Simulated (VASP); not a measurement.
A run of VASP 6.6.1 is set up as follows.

Contents of POSCAR:

```
BaTe
1.0
    0.0000000000      3.5079006300      3.5079006300
    3.5079006300      0.0000000000      3.5079006300
    3.5079006300      3.5079006300      0.0000000000
Ba Te
1 1
Direct
    0.0000000000      0.0000000000      0.0000000000
    0.5000000000      0.5000000000      0.5000000000
```

Contents of INCAR.step1:

```
SYSTEM = BaTe
PREC = Accurate
ENCUT = 520
ISMEAR = -1
SIGMA = 0.02
LREAL = .FALSE.
LASPH = .TRUE.
NELM = 80
NBANDS = 15
GGA = PE
ALGO = Normal
EDIFF = 1E-4
LWAVE = .TRUE.
LCHARG = .FALSE.
```

INCAR.step2

```
SYSTEM = BaTe
PREC = Accurate
ENCUT = 520
EDIFF = 1E-7
ISMEAR = -1
SIGMA = 0.02
LREAL = .FALSE.
LASPH = .TRUE.
NELM = 80
ALGO = Normal
ISIF = 2
LWAVE = .FALSE.
LCHARG = .TRUE.
METAGGA = R2SCAN
LMIXTAU = .TRUE.
LELF = .TRUE.
LVHAR = .TRUE.
NBANDS = 15
ISTART = 1
```

The input KPOINTS:

```
regular mesh
0
G
  8 8 8
  0 0 0
```

Potentials or basis: VASP PAW PBE potentials, release 64 (Ba_sv, Te).

The run is started by

```bash
$ cat potpaw_PBE.64/Ba_sv/POTCAR potpaw_PBE.64/Te/POTCAR > POTCAR
$ cp INCAR.step1 INCAR
$ mpirun -np 1 vasp_std > vasp.out
$ cp INCAR.step2 INCAR
$ mpirun -np 1 vasp_std > vasp.out
```

(1) What does it give for the band gap on the k mesh?

(2) Estimate the pressure.

Results:

(1) 1.89 eV, indirect (least direct gap 2.28 eV).

(2) 1.0 GPa.

Caveat: the PAW data sets were made with another functional, which shifts forces and pressure a little; spin-orbit coupling is left out, which moves the levels of the heavy elements.
